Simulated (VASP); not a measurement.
B3Ir:

```
B Ir
1.0
     3.28702    0.00000    0.00000
     0.00000    3.28702    0.00000
     0.00000    0.00000    3.25323
B Ir
3 1
Direct
  0.00000 0.50000 0.50000
  0.50000 0.00000 0.50000
  0.50000 0.50000 0.00000
  0.00000 0.00000 0.00000
```

```yaml
Program: VASP 6.6.1
Task: relaxation of cell and atoms
Functional: PBE
Potentials_or_basis: VASP PAW PBE potentials, release 64 (B, Ir)
Cutoff: 600 eV
k_mesh: 6 × 6 × 6
Occupations: gaussian, width 0.1 eV
Spin: no spin polarisation
```

At the start: pressure -8.4 GPa; volume 8.79 Å³/atom.

Question: How do energy, volume and symmetry change on relaxing?

Answer: Over 3 steps the energy falls by 7.2 meV/atom and the volume is 8.52 Å³/atom (-3.0 %); space group Pm-3m (No. 221, to 0.05 Å).

Step by step:
| step | energy change (eV) | largest force (eV/Å) | pressure (GPa) | volume (Å³) |
| --- | --- | --- | --- | --- |
| 1 | 0.0000 | 0.0000 | -8.41 | 35.15 |
| 2 | 0.0137 | 0.0000 | 11.42 | 32.85 |
| 3 | -0.0287 | 0.0000 | -0.05 | 34.09 |

Final structure:
```yaml
crystal:
  lattice:
    - [3.25302, 0.00000, 0.00000]
    - [0.00000, 3.25302, 0.00000]
    - [0.00000, 0.00000, 3.22150]
  atoms:
    - { symbol: B, position: [0.00000, 0.50000, 0.50000] }
    - { symbol: B, position: [0.50000, 0.00000, 0.50000] }
    - { symbol: B, position: [0.50000, 0.50000, 0.00000] }
    - { symbol: Ir, position: [0.00000, 0.00000, 0.00000] }
```
